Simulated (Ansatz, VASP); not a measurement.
# InP: VASP beside Ansatz

File INCAR:

```
SYSTEM = InP
  ALGO = Normal
  EDIFF = 1E-7
  EDIFFG = -0.01
  ENCUT = 600
  GGA = RE
  IBRION = 2
  ISIF = 3
  ISMEAR = -1
  IVDW = 13
  LASPH = .TRUE.
  LCHARG = .FALSE.
  LREAL = .FALSE.
  LWAVE = .FALSE.
  NELM = 60
  NSW = 60
  PREC = Accurate
  SIGMA = 0.05
```

The input KPOINTS:

```
k-points
0
G
  8 8 8
  0 0 0
```

File POSCAR:

```
InP
1.0
    0.0000000000      2.9305000000      2.9305000000
    2.9305000000      0.0000000000      2.9305000000
    2.9305000000      2.9305000000      0.0000000000
In P
1 1
Direct
    0.0000000000      0.0000000000      0.0000000000
    0.7500000000      0.7500000000      0.7500000000
```

Contents of input.yaml:

```yaml
crystal:
  lattice:
    - [0.0, 2.9305, 2.9305]
    - [2.9305, 0.0, 2.9305]
    - [2.9305, 2.9305, 0.0]
  atoms:
    - { symbol: In, position: [0.0, 0.0, 0.0] }
    - { symbol: P, position: [0.75, 0.75, 0.75] }
hamiltonian:
  xc: revpbe
  pseudopotentials: { kind: paw }
  dispersion: d4
kpoints:
  mp_grid: { grid: [8, 8, 8] }
scf:
  occupations: { method: fermi_dirac, width: 0.05 }
output:
  forces: true
  stress: true
  eigenvalues: true
relax:
  f_tol: 0.01
  max_steps: 40
  cell: { stress_tol: 0.05 }
```

Alike in both runs: task relaxation of cell and atoms; functional revPBE; dispersion D4; k mesh 8 × 8 × 8; occupations fermi-dirac, width 0.05 eV; no spin polarisation.

```csv
,VASP,Ansatz
version,VASP 6.6.1,Ansatz 0.2.0
potentials or method,"VASP PAW PBE potentials, release 64 (In_d, P)",Ansatz PAW
plane-wave cutoff (eV),600,420
valence electrons in the cell,18,18
```

|  | VASP | Ansatz | Ansatz less VASP |
| --- | --- | --- | --- |
| gap on the k mesh at the Fermi level, each at its own relaxed structure (eV) | 0.75 | 0.75 | +0.002 |
| relaxed volume (Å³/atom) | 25.43 | 25.45 | +0.017 |
| relaxed length of the cell vector where the two differ most in proportion (Å) | 4.159 | 4.160 | +0.0009 |

VASP's potentials were made for PBE, not for revPBE.

Noted on Ansatz's run: the plane-wave basis is chosen anew once the cell has moved, so the energies of steps on either side of that aren't comparable.
